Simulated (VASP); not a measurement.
The system is Ni5O4, a slab with vacuum.

```
Ni O
1.0
     2.91053    0.00000    0.00000
    -1.45527    2.52059    0.00000
     0.00000    0.00000   24.50576
Ni O
5 4
Direct
  0.66667 0.33333 0.30605
  0.33333 0.66667 0.40303
  0.00000 0.00000 0.50000
  0.66667 0.33333 0.59697
  0.33333 0.66667 0.69395
  0.00000 0.00000 0.35454
  0.66667 0.33333 0.45151
  0.33333 0.66667 0.54849
  0.00000 0.00000 0.64546
```

Base run:

```yaml
Program: VASP 6.6.1
Functional: PBEsol
Potentials_or_basis: VASP PAW PBE potentials, release 64 (Ni, O)
Cutoff: 520 eV
k_mesh: 12 × 12 × 1
Occupations: gaussian, width 0.1 eV
Spin: collinear spin, ferromagnetic start
Starting_moments: "[1.14, 1.14, 1.14, 1.14, 1.14, 0.2, 0.2, 0.2, 0.2] μB"
```

Its results: net moment 4.19 μB per cell; site moments Ni +0.34, +0.91, +1.09 (each value once); O +0.10, +0.16 (each value once) μB; largest force 0.743 eV/Å.

Problem. The run is repeated on the same cell with these changes: k mesh from 12 × 12 × 1 to 1 × 1 × 1; further incar settings from ALGO = Normal; EDIFF = 1e-06; NBANDS = 51 to ALGO = Normal; EDIFF = 1e-07; NBANDS = 51. What comes out?

Solution. Net moment 4.00 μB per cell; site moments Ni +1.46, -0.67, +0.73 (each value once); O +0.26, +0.04 (each value once) μB; largest force 1.039 eV/Å.

Caveats: some runs use coarse meshes; the PAW data sets were made with another functional, which shifts forces and pressure a little.
